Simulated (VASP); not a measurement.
# WC (Fm-3m) in VASP: a series of runs

Aim: see how the results for WC move with the level of theory and the settings. Levels: PBEsol+U, LDA. Tasks: relaxation of cell and atoms, single point.

Program: VASP 6.6.1. These are calculated values, not measurements. Logs are shortened: lines on timing, memory, paths and dates and some standing lists are left out, and cuts for length are marked.

### 1 The cell of the first run

The structure is cubic, space group Fm-3m (No. 225). The conventional cell has a = 4.385 Å, b = 4.385 Å, c = 4.385 Å, α = 90.00°, β = 90.00°, γ = 90.00°. Within 2.9 Å of W (site symmetry m-3m) lie 6 C at 2.19 Å. C (site symmetry m-3m) has 6 W at 2.19 Å within 2.9 Å.

### 2 Relaxation of cell and atoms, PBEsol+U

INCAR

```
PREC = Accurate ; ENCUT = 600
EDIFF = 1E-7 ; ISMEAR = -1
SIGMA = 0.05 ; LREAL = F
LASPH = T ; NELM = 150
ALGO = Normal ; ISIF = 3
LWAVE = F ; LCHARG = F
LMAXMIX = 4 ; LDAU = T
LDAUTYPE = 2 ; LDAUL = 2 -1
LDAUU = 4 0 ; LDAUJ = 0 0
LDAUPRINT = 1 ; GGA = PS
IBRION = 2 ; NSW = 60
EDIFFG = -0.01
```

KPOINTS

```
Automatic mesh
0
Gamma
  10 10 10
```

POSCAR

```
WC
1.0
    0.0000000000      2.1926840000      2.1926840000
    2.1926840000      0.0000000000      2.1926840000
    2.1926840000      2.1926840000      0.0000000000
W C
1 1
Direct
    0.0000000000      0.0000000000      0.0000000000
    0.5000000000      0.5000000000      0.5000000000
```

Potentials or basis: VASP PAW PBE potentials, release 64 (W_sv, C).

Run with:

```
$ cat potpaw_PBE.64/W_sv/POTCAR potpaw_PBE.64/C/POTCAR > POTCAR
$ mpirun -np 1 vasp_std > vasp.out
```

OUTCAR:

```text
PREC = Accurate
   ENCUT = 600
   EDIFF = 1E-7
   ISMEAR = -1
   LREAL = F
   LASPH = T
   NELM = 150
   ISIF = 3
   GGA = PS
   IBRION = 2
   NSW = 60
   EDIFFG = -0.01

 ion  position               nearest neighbor table
   1  0.000  0.000  0.000-   2 2.19   2 2.19   2 2.19   2 2.19   2 2.19   2 2.19
   2  0.500  0.500  0.500-   1 2.19   1 2.19   1 2.19   1 2.19   1 2.19   1 2.19

  LATTYP: Found a face centered cubic cell.
 ALAT       =     4.3853680000

  Lattice vectors:

 A1 = (   0.0000000000,   2.1926840000,   2.1926840000)
 A2 = (   2.1926840000,   0.0000000000,   2.1926840000)
 A3 = (   2.1926840000,   2.1926840000,   0.0000000000)

Analysis of symmetry for initial positions (statically):
=====================================================================
 Subroutine PRICEL returns:
 Original cell was already a primitive cell.

 Routine SETGRP: Setting up the symmetry group for a
 face centered cubic supercell.

 Subroutine GETGRP returns: Found 48 space group operations
 (whereof 48 operations were pure point group operations)
 out of a pool of 48 trial point group operations.

The static configuration has the point symmetry O_h .

Analysis of symmetry for dynamics (positions and initial velocities):
=====================================================================
 Subroutine PRICEL returns:
 Original cell was already a primitive cell.

 Routine SETGRP: Setting up the symmetry group for a
 face centered cubic supercell.

 Subroutine GETGRP returns: Found 48 space group operations
 (whereof 48 operations were pure point group operations)
 out of a pool of 48 trial point group operations.

The dynamic configuration has the point symmetry O_h .

 Subroutine INISYM returns: Found 48 space group operations
 (whereof 48 operations are pure point group operations),
 and found     1 'primitive' translations

----------------------------------------------------------------------------------------

                                     Primitive cell

  volume of cell :      21.0842

  direct lattice vectors                    reciprocal lattice vectors
     0.000000000  2.192684000  2.192684000    -0.228031034  0.228031034  0.228031034
     2.192684000  0.000000000  2.192684000     0.228031034 -0.228031034  0.228031034
     2.192684000  2.192684000  0.000000000     0.228031034  0.228031034 -0.228031034

  length of vectors
     3.100923451  3.100923451  3.100923451     0.394961337  0.394961337  0.394961337

  position of ions in fractional coordinates (direct lattice)
     0.000000000  0.000000000  0.000000000
     0.500000000  0.500000000  0.500000000

  ion indices of the primitive-cell ions
   primitive index   ion index
                 1           1
                 2           2

----------------------------------------------------------------------------------------

 KPOINTS: Automatic mesh

Automatic generation of k-mesh.
 Grid dimensions read from file:
 generate k-points for:   10   10   10

 Generating k-lattice:

  Cartesian coordinates                     Fractional coordinates (reciprocal lattice)
    -0.022803103  0.022803103  0.022803103     0.100000000  0.000000000  0.000000000
     0.022803103 -0.022803103  0.022803103     0.000000000  0.100000000  0.000000000
     0.022803103  0.022803103 -0.022803103     0.000000000  0.000000000  0.100000000

  Length of vectors
     0.039496134  0.039496134  0.039496134

  Shift w.r.t. Gamma in fractional coordinates (k-lattice)
     0.000000000  0.000000000  0.000000000

 Subroutine IBZKPT returns following result:
 ===========================================

 Found     47 irreducible k-points:

 Following reciprocal coordinates:
            Coordinates               Weight
  0.000000  0.000000  0.000000      1.000000
  0.100000  0.000000  0.000000      8.000000
  0.200000  0.000000  0.000000      8.000000
  0.300000  0.000000  0.000000      8.000000
  0.400000  0.000000  0.000000      8.000000
  0.500000  0.000000  0.000000      4.000000
[... 16 lines left out ...]
  0.300000  0.300000  0.000000      6.000000
  0.400000  0.300000  0.000000     24.000000
 [... further k-points ...]
   k-points           NKPTS =     47   k-points in BZ     NKDIM =     47   number of bands    NBANDS=     13
   number of dos      NEDOS =    301   number of ions     NIONS =      2
   total plane-waves  NPLWV =  21952
   dimension x,y,z NGX =    28 NGY =   28 NGZ =   28
   dimension x,y,z NGXF=    56 NGYF=   56 NGZF=   56
   ions per type =               1   1
   NGX,Y,Z   is equivalent  to a cutoff of  15.01, 15.01, 15.01 a.u.
   NGXF,Y,Z  is equivalent  to a cutoff of  30.02, 30.02, 30.02 a.u.
 SYSTEM =  unknown system
   PREC   = accura    normal or accurate (medium, high low for compatibility)
   ISTART =      0    job   : 0-new  1-cont  2-samecut
   ICHARG =      2    charge: 1-file 2-atom 10-const
   ISPIN  =      1    spin polarized calculation?
   LNONCOLLINEAR =      F non collinear calculations
   LSORBIT =      F    spin-orbit coupling
   LASPH  =      T    aspherical Exc in radial PAW
   ENCUT  =  600.0 eV  44.10 Ry    6.64 a.u.   6.19  6.19  6.19*2*pi/ulx,y,z
   NELM   =    150;   NELMIN=  2; NELMDL= -5     # of ELM steps
   EDIFF  = 0.1E-06   stopping-criterion for ELM
   LREAL  =      F    real-space projection
   EDIFFG = -.1E-01   stopping-criterion for IOM
   NSW    =     60    number of steps for IOM
   IBRION =      2    ionic relax: 0-MD 1-quasi-New 2-CG
   NFREE  =      1    steps in history (QN), initial steepest desc. (CG)
   ISIF   =      3    stress and relaxation
   ISYM   =      2    0-nonsym 1-usesym 2-fastsym
   POTIM  = 0.5000    time-step for ionic-motion
   TEBEG  =    0.0;   TEEND  =   0.0 temperature during run
   PSTRESS=    0.0 pullay stress
   NELECT =      18.0000    total number of electrons
   NUPDOWN=      -1.0000    fix difference up-down
   EMIN   =  10.00;   EMAX   =-10.00  energy-range for DOS
   EFERMI =   0.00;   METHOD = LEGACY
   ISMEAR =    -1;   SIGMA  =   0.05  broadening in eV -4-tet -1-fermi 0-gaus
   EFERMI_NEDOS =   21; number of points for ismear=-14 and -15
   IALGO  =     38    algorithm
   IMIX   =      4    mixing-type and parameters
     AMIX     =   0.40;   BMIX     =  1.00
     AMIX_MAG =   1.60;   BMIX_MAG =  1.00
  volume/ion in A,a.u.               =      10.54        71.14
  Fermi-wavevector in a.u.,A,eV,Ry     =   1.553029  2.934800 32.815887  2.411900
  Thomas-Fermi vector in A             =   2.657319
   LORBIT       =      0    0 simple, 1 ext, 2 COOP (PROOUT), +10 PAW based schemes
 LDA+U is selected, type is set to LDAUTYPE =  2
   angular momentum for each species LDAUL =     2   -1
   U (eV)           for each species LDAUU =   4.0  0.0
   J (eV)           for each species LDAUJ =   0.0  0.0
   GGA     = PS    functional components
   LHFCALC =     F    Hartree Fock is set to
   AEXX    =    0.0000 exact exchange contribution
   IVDW    =     0    specifies the selected vdW correction
   LEPSILON=     F    determine dielectric tensor
   LRPA    =     F    only Hartree local field effects (RPA)
 conjugate gradient relaxation of ions
 non-spin polarized calculation
  energy-cutoff  :      600.00
  volume of cell :       21.08
 maximum number of plane-waves:       725
 NGX is ok and might be reduce to    28
   NGX = 13   NGY = 13   NGZ = 13

--------------------------------------- Ionic step        1  -------------------------------------------

 number of electron      18.0000001 magnetization

 Free energy of the ion-electron system (eV)
  ---------------------------------------------------
  ext. energy  EPLUGINS =         0.00000000
  ---------------------------------------------------
  free energy    TOTEN  =       -18.50768454 eV

  energy without entropy =      -18.50070999  energy(sigma->0) =      -18.50419727

------------------------ aborting loop because EDIFF is reached ----------------------------------------

  FORCE on cell =-STRESS in cart. coord.  units (eV):
  Direction    XX          YY          ZZ          XY          YZ          ZX
  --------------------------------------------------------------------------------------
  -------------------------------------------------------------------------------------
  Total       -0.2347653     -0.2347653     -0.2347653      0.0000000      0.0000000      0.0000000
  in kB      -17.8396539    -17.8396539    -17.8396539      0.0000000      0.0000000      0.0000000
  external PRESSURE =     -17.8396539 kB  Pullay stress =       0.0000000 kB
[... 53 lines left out ...]
  FREE ENERGIE OF THE ION-ELECTRON SYSTEM (eV)
  ---------------------------------------------------
  free  energy   TOTEN  =       -18.5046042834 eV

  energy  without entropy=      -18.4978608814  energy(sigma->0) =      -18.50123258

atom =   1  type =  1  l = 2

 onsite density matrix

spin component  1

  0.3321  0.0000 -0.0000 -0.0000  0.0000
  0.0000  0.3321 -0.0000  0.0000  0.0000
 -0.0000 -0.0000  0.3421 -0.0000  0.0000
 -0.0000  0.0000 -0.0000  0.3321 -0.0000
  0.0000  0.0000  0.0000 -0.0000  0.3421

spin component  2

  0.3321  0.0000 -0.0000 -0.0000  0.0000
  0.0000  0.3321 -0.0000  0.0000  0.0000
 -0.0000 -0.0000  0.3421 -0.0000  0.0000
 -0.0000  0.0000 -0.0000  0.3321 -0.0000
  0.0000  0.0000  0.0000 -0.0000  0.3421

 occupancies and eigenvectors

  o =  0.3321  v =  1.0000  0.0000  0.0000  0.0000  0.0000  0.0000  0.0000  0.0000  0.0000  0.0000      0.0000  0.0000  0.0000  0.0000  0.0000  0.0000  0.0000  0.0000  0.0000  0.0000
  o =  0.3321  v =  0.0000  0.0000  0.0000  0.0000  0.0000  1.0000  0.0000  0.0000  0.0000  0.0000      0.0000  0.0000  0.0000  0.0000  0.0000  0.0000  0.0000  0.0000  0.0000  0.0000
  o =  0.3321  v =  0.0000  0.0264 -0.0000  0.9997 -0.0000  0.0000  0.0000  0.0000  0.0000  0.0000      0.0000  0.0000  0.0000  0.0000  0.0000  0.0000  0.0000  0.0000  0.0000  0.0000
  o =  0.3321  v =  0.0000  0.0000  0.0000  0.0000  0.0000  0.0000  0.0264 -0.0000  0.9997 -0.0000      0.0000  0.0000  0.0000  0.0000  0.0000  0.0000  0.0000  0.0000  0.0000  0.0000
  o =  0.3321  v =  0.0000  0.0000  0.0000  0.0000  0.0000  0.0000 -0.9997 -0.0000  0.0264  0.0000      0.0000  0.0000  0.0000  0.0000  0.0000  0.0000  0.0000  0.0000  0.0000  0.0000
  o =  0.3321  v =  0.0000 -0.9997 -0.0000  0.0264  0.0000  0.0000  0.0000  0.0000  0.0000  0.0000      0.0000  0.0000  0.0000  0.0000  0.0000  0.0000  0.0000  0.0000  0.0000  0.0000
  o =  0.3421  v =  0.0000  0.0000  0.0000  0.0000  0.0000  0.0000  0.0000 -1.0000 -0.0000  0.0009      0.0000  0.0000  0.0000  0.0000  0.0000  0.0000  0.0000  0.0000  0.0000  0.0000
  o =  0.3421  v =  0.0000  0.0000 -1.0000 -0.0000  0.0009  0.0000  0.0000  0.0000  0.0000  0.0000      0.0000  0.0000  0.0000  0.0000  0.0000  0.0000  0.0000  0.0000  0.0000  0.0000
  o =  0.3421  v =  0.0000  0.0000  0.0000  0.0000  0.0000  0.0000 -0.0000 -0.0009 -0.0000 -1.0000      0.0000  0.0000  0.0000  0.0000  0.0000  0.0000  0.0000  0.0000  0.0000  0.0000
  o =  0.3421  v =  0.0000 -0.0000 -0.0009 -0.0000 -1.0000  0.0000  0.0000  0.0000  0.0000  0.0000      0.0000  0.0000  0.0000  0.0000  0.0000  0.0000  0.0000  0.0000  0.0000  0.0000

--------------------------------------- Ionic step        3  -------------------------------------------

 number of electron      18.0000002 magnetization

 Free energy of the ion-electron system (eV)
  ---------------------------------------------------
  ext. energy  EPLUGINS =         0.00000000
  ---------------------------------------------------
  free energy    TOTEN  =       -18.50825917 eV

  energy without entropy =      -18.50135185  energy(sigma->0) =      -18.50480551

 E-fermi :  12.7443     XC(G=0): -13.8777

 val. band max:       12.6912251862   @ k =   0.3000   0.2000   0.1000
 cond. band min:      12.8081289393   @ k =  -0.3000   0.3000   0.1000
 fundamental gap:      0.1169037531
 Fermi energy:        12.7442623018

 k-point     1 :       0.0000    0.0000    0.0000
  band No.  band energies     occupation
      1     -63.3132      2.00000
      2     -27.2824      2.00000
      3     -27.2824      2.00000
      4     -27.2824      2.00000
      5      -3.4079      2.00000
      6       9.9583      2.00000
      7       9.9583      2.00000
      8       9.9583      2.00000
      9      11.4609      2.00000
     10      11.4609      2.00000
     11      11.4609      2.00000
     12      11.7697      2.00000
     13      11.7697      2.00000
[... 353 lines left out ...]
 k-point    24 :       0.4000    0.3000    0.0000
  band No.  band energies     occupation
      1     -63.2730      2.00000
      2     -27.7162      2.00000
      3     -27.4608      2.00000
      4     -27.4430      2.00000
      5      -0.8137      2.00000
      6       5.4089      2.00000
      7       7.0953      2.00000
      8       8.9012      2.00000
      9       9.7755      2.00000
     10      13.7855      0.00000
     11      15.1958      0.00000
     12      15.4941      0.00000
     13      18.9666      0.00000

 [... further k-points ...]

------------------------ aborting loop because EDIFF is reached ----------------------------------------

  FORCE on cell =-STRESS in cart. coord.  units (eV):
  Direction    XX          YY          ZZ          XY          YZ          ZX
  --------------------------------------------------------------------------------------
  -------------------------------------------------------------------------------------
  Total       -0.0007041     -0.0007041     -0.0007041      0.0000000      0.0000000      0.0000000
  in kB       -0.0537673     -0.0537673     -0.0537673      0.0000000      0.0000000      0.0000000
  external PRESSURE =      -0.0537673 kB  Pullay stress =       0.0000000 kB
[... 17 lines left out ...]
  FREE ENERGIE OF THE ION-ELECTRON SYSTEM (eV)
  ---------------------------------------------------
  free  energy   TOTEN  =       -18.5082591653 eV

  energy  without entropy=      -18.5013518494  energy(sigma->0) =      -18.50480551

 reached required accuracy - stopping structural energy minimisation
```

It took 34 s on 1 thread of Intel Xeon Platinum 8488C (Sapphire Rapids), shared host; peak memory 0.17 GiB.

What came out:

```
Free energy                            : -18.5083 eV
Relaxed volume                         : 10.49 Å³/atom
Relaxed cell                           : a = 3.096 Å, b = 3.096 Å, c = 3.096 Å, α = 60.00°, β = 60.00°, γ = 60.00°
Space group after relaxing (to 0.05 Å) : Fm-3m (No. 225)
Energy gained by relaxing              : 0.3 meV/atom
Ionic steps                            : 3
Pressure after relaxing                : 0.0 GPa
```

The path:
| step | energy change (eV) | largest force (eV/Å) | pressure (GPa) | volume (Å³) |
| --- | --- | --- | --- | --- |
| 1 | 0.0000 | 0.0000 | -1.78 | 21.08 |
| 2 | 0.0031 | 0.0000 | 4.67 | 20.73 |
| 3 | -0.0006 | 0.0000 | -0.01 | 20.98 |

Final structure:
```
CELL_PARAMETERS angstrom
0.00000 2.18915 2.18915
2.18915 0.00000 2.18915
2.18915 2.18915 0.00000
ATOMIC_POSITIONS crystal
W 0.00000 0.00000 0.00000
C 0.50000 0.50000 0.50000
```

Eigenvalues of the final occupation matrices:
| site | spin | trace | eigenvalues |
| --- | --- | --- | --- |
| site 1 d | 1 | 1.68 | 0.33 0.33 0.33 0.34 0.34 |
| site 1 d | 2 | 1.68 | 0.33 0.33 0.33 0.34 0.34 |

Caveat: the bands computed are all filled at some k points, so no gap is given; the PAW data sets were made with another functional, which shifts forces and pressure a little; spin-orbit coupling is left out, which moves the levels of the heavy elements; the U is typed as a test and isn't derived for this compound.

(Continued in part 2 of 3.)
